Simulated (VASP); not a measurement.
# Co (P6_3/mmc) in VASP: single point with PBE

Aim: the single point of Co with PBE.

All numbers are computed with VASP 6.6.1; they aren't measurements. Logs are shortened: lines on timing, memory, paths and dates and some standing lists are left out, and cuts for length are marked.

**1. The cell of the first run**

Symmetry: P6_3/mmc, No. 194, hexagonal system. The conventional cell has a = 2.507 Å, b = 2.507 Å, c = 4.070 Å, α = 90.00°, β = 90.00°, γ = 120.00°. Within 3.3 Å of Co (site symmetry -6m2) lie 12 Co at 2.50 to 2.51 Å.

**2. Single point, PBE, collinear spin, ferromagnetic start**

The input, POSCAR:

```
Co
1.0
    2.5074000000      0.0000000000      0.0000000000
   -1.2537000000      2.1714720974      0.0000000000
    0.0000000000      0.0000000000      4.0699000000
Co
2
Direct
    0.3333333333      0.6666666667      0.2500000000
    0.6666666667      0.3333333333      0.7500000000
```

The input, INCAR.step1:

```
SYSTEM = Co
PREC = Accurate ; ENCUT = 520
EDIFF = 1E-6 ; ISMEAR = -1
SIGMA = 0.1 ; LREAL = .False.
LASPH = .True. ; NELM = 200
ALGO = Normal ; ISIF = 2
LWAVE = .False. ; LCHARG = .True.
ISPIN = 2 ; MAGMOM = 2.5 2.5
LMAXMIX = 4 ; GGA = PE
NBANDS = 20 ; GGA_COMPAT = .False.
NEDOS = 2001 ; LORBIT = 11
```

The input, KPOINTS.step1:

```
regular mesh
0
Gamma
  14 14 8
  0 0 0
```

The input, INCAR.step2:

```
SYSTEM = Co
PREC = Accurate ; ENCUT = 520
EDIFF = 1E-6 ; ISMEAR = -5
SIGMA = 0.1 ; LREAL = .False.
LASPH = .True. ; NELM = 200
ALGO = Normal ; ISIF = 2
LWAVE = .False. ; LCHARG = .False.
ISPIN = 2 ; MAGMOM = 2.5 2.5
LORBIT = 10 ; LMAXMIX = 4
GGA = PE ; NBANDS = 20
NEDOS = 2001 ; ICHARG = 11
GGA_COMPAT = .False.
```

The input, KPOINTS.step2:

```
regular mesh
0
Gamma
  21 21 12
  0 0 0
```

Potentials or basis: VASP PAW PBE potentials, release 64 (Co).

Run with:

```console
> cat potpaw_PBE.64/Co/POTCAR > POTCAR
> cp INCAR.step1 INCAR
> cp KPOINTS.step1 KPOINTS
> mpirun -np 1 vasp_std > vasp.out
> cp INCAR.step2 INCAR
> cp KPOINTS.step2 KPOINTS
> mpirun -np 1 vasp_std > vasp.out
```

OUTCAR:

```text
SYSTEM = Co
   PREC = Accurate
   ENCUT = 520
   EDIFF = 1E-6
   ISMEAR = -5
   LREAL = .False.
   LASPH = .True.
   NELM = 200
   ISIF = 2
   ISPIN = 2
   LORBIT = 10
   GGA = PE
   ICHARG = 11

 ion  position               nearest neighbor table
   1  0.333  0.667  0.250-   2 2.50   2 2.50   2 2.50   2 2.50   2 2.50   2 2.50
   2  0.667  0.333  0.750-   1 2.50   1 2.50   1 2.50   1 2.50   1 2.50   1 2.50

  LATTYP: Found a hexagonal cell.
 ALAT       =     2.5074000000
 C/A-ratio  =     1.6231554598

  Lattice vectors:

 A1 = (   2.5074000000,   0.0000000000,   0.0000000000)
 A2 = (  -1.2537000000,   2.1714720974,   0.0000000000)
 A3 = (   0.0000000000,   0.0000000000,   4.0699000000)

Analysis of symmetry for initial positions (statically):
=====================================================================
 Subroutine PRICEL returns:
 Original cell was already a primitive cell.

 Routine SETGRP: Setting up the symmetry group for a
 hexagonal supercell.

 Subroutine GETGRP returns: Found 24 space group operations
 (whereof 12 operations were pure point group operations)
 out of a pool of 24 trial point group operations.

The static configuration has the point symmetry D_3d.
 The point group associated with its full space group is D_6h.

Analysis of symmetry for dynamics (positions and initial velocities):
=====================================================================
 Subroutine PRICEL returns:
 Original cell was already a primitive cell.

 Routine SETGRP: Setting up the symmetry group for a
 hexagonal supercell.

 Subroutine GETGRP returns: Found 24 space group operations
 (whereof 12 operations were pure point group operations)
 out of a pool of 24 trial point group operations.

The dynamic configuration has the point symmetry D_3d.
 The point group associated with its full space group is D_6h.

Analysis of structural, dynamic, and magnetic symmetry:
=====================================================================
 Subroutine PRICEL returns:
 Original cell was already a primitive cell.

 Routine SETGRP: Setting up the symmetry group for a
 hexagonal supercell.

 Subroutine GETGRP returns: Found 24 space group operations
 (whereof 12 operations were pure point group operations)
 out of a pool of 24 trial point group operations.

The overall configuration has the point symmetry D_3d.
 The point group associated with its full space group is D_6h.

 Subroutine INISYM returns: Found 24 space group operations
 (whereof 12 operations are pure point group operations),
 and found     1 'primitive' translations

----------------------------------------------------------------------------------------

                                     Primitive cell

  volume of cell :      22.1596

  direct lattice vectors                    reciprocal lattice vectors
     2.507400000  0.000000000  0.000000000     0.398819494  0.230258542  0.000000000
    -1.253700000  2.171472097  0.000000000     0.000000000  0.460517085  0.000000000
     0.000000000  0.000000000  4.069900000     0.000000000  0.000000000  0.245706283

  length of vectors
     2.507400000  2.507400000  4.069900000     0.460517085  0.460517085  0.245706283

  position of ions in fractional coordinates (direct lattice)
     0.333333333  0.666666667  0.250000000
     0.666666667  0.333333333  0.750000000

  ion indices of the primitive-cell ions
   primitive index   ion index
                 1           1
                 2           2

----------------------------------------------------------------------------------------

 KPOINTS: regular mesh

Automatic generation of k-mesh.
 Grid dimensions read from file:
 generate k-points for:   21   21   12

 Generating k-lattice:

  Cartesian coordinates                     Fractional coordinates (reciprocal lattice)
     0.018991404  0.010964692  0.000000000     0.047619048 -0.000000000  0.000000000
     0.000000000  0.021929385  0.000000000     0.000000000  0.047619048  0.000000000
     0.000000000  0.000000000  0.020475524     0.000000000  0.000000000  0.083333333

  Length of vectors
     0.021929385  0.021929385  0.020475524

  Shift w.r.t. Gamma in fractional coordinates (k-lattice)
     0.000000000  0.000000000  0.000000000

 TETIRR: Found   5376 inequivalent tetrahedra from    31752

 Subroutine IBZKPT returns following result:
 ===========================================

 Found    336 irreducible k-points:

 Following reciprocal coordinates:
            Coordinates               Weight
  0.000000  0.000000  0.000000      1.000000
  0.047619  0.000000  0.000000      6.000000
  0.095238 -0.000000  0.000000      6.000000
  0.142857  0.000000  0.000000      6.000000
  0.190476 -0.000000  0.000000      6.000000
  0.238095  0.000000  0.000000      6.000000
[... 16 lines left out ...]
  0.142857  0.095238  0.000000     12.000000
  0.190476  0.095238  0.000000     12.000000
 [... further k-points ...]
   k-points           NKPTS =    336   k-points in BZ     NKDIM =    336   number of bands    NBANDS=     20
   number of dos      NEDOS =   2001   number of ions     NIONS =      2
   total plane-waves  NPLWV =  12000
   dimension x,y,z NGX =    20 NGY =   20 NGZ =   30
   dimension x,y,z NGXF=    40 NGYF=   40 NGZF=   60
   ions per type =               2
   NGX,Y,Z   is equivalent  to a cutoff of  13.26, 13.26, 12.25 a.u.
   NGXF,Y,Z  is equivalent  to a cutoff of  26.52, 26.52, 24.51 a.u.
 SYSTEM =  Co
   PREC   = accura    normal or accurate (medium, high low for compatibility)
   ISTART =      0    job   : 0-new  1-cont  2-samecut
   ICHARG =     11    charge: 1-file 2-atom 10-const
   ISPIN  =      2    spin polarized calculation?
   LNONCOLLINEAR =      F non collinear calculations
   LSORBIT =      F    spin-orbit coupling
   LASPH  =      T    aspherical Exc in radial PAW
   ENCUT  =  520.0 eV  38.22 Ry    6.18 a.u.   4.66  4.66  7.57*2*pi/ulx,y,z
   NELM   =    200;   NELMIN=  2; NELMDL=  0     # of ELM steps
   EDIFF  = 0.1E-05   stopping-criterion for ELM
   LREAL  =      F    real-space projection
   EDIFFG = 0.1E-04   stopping-criterion for IOM
   NSW    =      0    number of steps for IOM
   IBRION =     -1    ionic relax: 0-MD 1-quasi-New 2-CG
   NFREE  =      0    steps in history (QN), initial steepest desc. (CG)
   ISIF   =      2    stress and relaxation
   ISYM   =      2    0-nonsym 1-usesym 2-fastsym
   POTIM  = 0.5000    time-step for ionic-motion
   TEBEG  =    0.0;   TEEND  =   0.0 temperature during run
   PSTRESS=    0.0 pullay stress
   NELECT =      18.0000    total number of electrons
   NUPDOWN=      -1.0000    fix difference up-down
   EMIN   =  10.00;   EMAX   =-10.00  energy-range for DOS
   EFERMI =   0.00;   METHOD = LEGACY
   ISMEAR =    -5;   SIGMA  =   0.10  broadening in eV -4-tet -1-fermi 0-gaus
   EFERMI_NEDOS =   21; number of points for ismear=-14 and -15
   IALGO  =     38    algorithm
   IMIX   =      4    mixing-type and parameters
     AMIX     =   0.40;   BMIX     =  1.00
     AMIX_MAG =   1.60;   BMIX_MAG =  1.00
  volume/ion in A,a.u.               =      11.08        74.77
  Fermi-wavevector in a.u.,A,eV,Ry     =   1.527490  2.886538 31.745475  2.333227
  Thomas-Fermi vector in A             =   2.635379
   LORBIT       =     10    0 simple, 1 ext, 2 COOP (PROOUT), +10 PAW based schemes
   GGA     = PE    functional components
   LHFCALC =     F    Hartree Fock is set to
   AEXX    =    0.0000 exact exchange contribution
   IVDW    =     0    specifies the selected vdW correction
   LEPSILON=     F    determine dielectric tensor
   LRPA    =     F    only Hartree local field effects (RPA)
 spin polarized calculation
 Fermi weights with tetrahedron method with Bloechl corrections
  energy-cutoff  :      520.00
  volume of cell :       22.16
 maximum number of plane-waves:       612
 NGX is ok and might be reduce to    20

 number of electron      18.0000002 magnetization       3.2234919

 Free energy of the ion-electron system (eV)
  ---------------------------------------------------
  ext. energy  EPLUGINS =         0.00000000
  ---------------------------------------------------
  free energy    TOTEN  =       -14.06254285 eV

  energy without entropy =      -14.06254285  energy(sigma->0) =      -14.06254285

 E-fermi :   9.9655     XC(G=0): -13.2809

 val. band max:        9.9871677383   @ k =   0.3810   0.0476   0.5000
 cond. band min:       9.8115383455   @ k =   0.2381   0.0952   0.5000
 fundamental gap:     -0.1756293928
 Fermi energy:         9.9654625715

 spin component 1

 k-point     1 :       0.0000    0.0000    0.0000
  band No.  band energies     occupation
      1       1.1775      1.00000
      2       4.9320      1.00000
      3       7.3697      1.00000
      4       7.4084      1.00000
      5       7.4084      1.00000
      6       7.7050      1.00000
[... 12 lines left out ...]
     19      35.5620      0.00000
     20      35.5621      0.00000
[... 507 lines left out ...]
 k-point    24 :       0.1905    0.0952    0.0000
  band No.  band energies     occupation
      1       3.2056      1.00000
      2       5.8062      1.00000
      3       6.5328      1.00000
      4       6.6288      1.00000
      5       7.4217      1.00000
      6       7.4699      1.00000
[... 12 lines left out ...]
     19      34.6652      0.00000
     20      35.6214      0.00000

 [... further k-points ...]

 spin component 2

 k-point     1 :       0.0000    0.0000    0.0000
  band No.  band energies     occupation
      1       1.1678      1.00000
      2       5.8690      1.00000
      3       8.9942      1.00000
      4       9.0456      1.00000
      5       9.0456      1.00000
      6       9.3944      1.00000
[... 12 lines left out ...]
     19      35.8454      0.00000
     20      35.8454      0.00000
[... 507 lines left out ...]
 k-point    24 :       0.1905    0.0952    0.0000
  band No.  band energies     occupation
      1       3.2355      1.00000
      2       6.9455      1.00000
      3       7.6673      1.00000
      4       8.0328      1.00000
      5       8.9860      1.00000
      6       9.1238      1.00000
[... 12 lines left out ...]
     19      34.8786      0.00000
     20      36.0363      0.00000

 [... further k-points ...]

------------------------ aborting loop because EDIFF is reached ----------------------------------------

  FORCE on cell =-STRESS in cart. coord.  units (eV):
  Direction    XX          YY          ZZ          XY          YZ          ZX
  --------------------------------------------------------------------------------------
  -------------------------------------------------------------------------------------
  Total       -0.7571214     -0.7571214     -0.9543977     -0.0000000      0.0000000      0.0000000
  in kB      -54.7412205    -54.7412205    -69.0046521     -0.0000000      0.0000000      0.0000000
  external PRESSURE =     -59.4956977 kB  Pullay stress =       0.0000000 kB

 VOLUME and BASIS-vectors are now :
 -----------------------------------------------------------------------------
  energy-cutoff  :      520.00
  volume of cell :       22.16
      direct lattice vectors                 reciprocal lattice vectors
     2.507400000  0.000000000  0.000000000     0.398819494  0.230258542  0.000000000
    -1.253700000  2.171472097  0.000000000     0.000000000  0.460517085  0.000000000
     0.000000000  0.000000000  4.069900000     0.000000000  0.000000000  0.245706283

 POSITION                                       TOTAL-FORCE (eV/Angst)
 -----------------------------------------------------------------------------------
     -0.00000      1.44765      1.01747         0.000000      0.000000      0.000000
      1.25370      0.72382      3.05242        -0.000000     -0.000000      0.000000
 -----------------------------------------------------------------------------------
    total drift:                                0.000000      0.000000     -0.000000

  FREE ENERGIE OF THE ION-ELECTRON SYSTEM (eV)
  ---------------------------------------------------
  free  energy   TOTEN  =       -14.0625428494 eV

  energy  without entropy=      -14.0625428494  energy(sigma->0) =      -14.06254285

 total charge

# of ion       s       p       d       tot
------------------------------------------
    1        0.480   0.503   7.250   8.233
    2        0.480   0.503   7.250   8.233
--------------------------------------------------
tot          0.959   1.006  14.500  16.465

 magnetization (x)

# of ion       s       p       d       tot
------------------------------------------
    1       -0.015  -0.055   1.705   1.635
    2       -0.015  -0.055   1.705   1.635
--------------------------------------------------
tot         -0.030  -0.110   3.410   3.270
```

Wall time 3.3 min (1 thread of AMD EPYC 7R43 (Zen 3), shared host); peak memory 0.29 GiB.

What came out:

```
Net moment                                            : 3.22 μB per cell
Site moments                                          : Co +1.64 μB
Valence electrons inside the program's atomic spheres : Co 8.23
```

Levels at points of the mesh, in eV from the Fermi level:
Spin up:
| k point | band 8 | band 9 | band 10 | band 11 | band 12 | band 13 | band 14 | band 15 |
| --- | --- | --- | --- | --- | --- | --- | --- | --- |
| (0.00, 0.00, 0.00) | -1.92 | -1.92 | -0.87 | -0.87 | -0.10 | 6.12 | 21.84 | 24.23 |
| (0.00, 0.00, 0.50) | -2.62 | -1.17 | -1.17 | -1.17 | -1.17 | 14.69 | 14.69 | 22.55 |
Spin down:
| k point | band 5 | band 6 | band 7 | band 8 | band 9 | band 10 |
| --- | --- | --- | --- | --- | --- | --- |
| (0.00, 0.00, 0.00) | -0.92 | -0.57 | -0.57 | -0.18 | -0.14 | -0.14 |
| (0.00, 0.00, 0.50) | -0.98 | -0.98 | -0.98 | -0.98 | 0.70 | 0.70 |

Caveat: tetrahedron occupations give inexact forces and stress in metals.
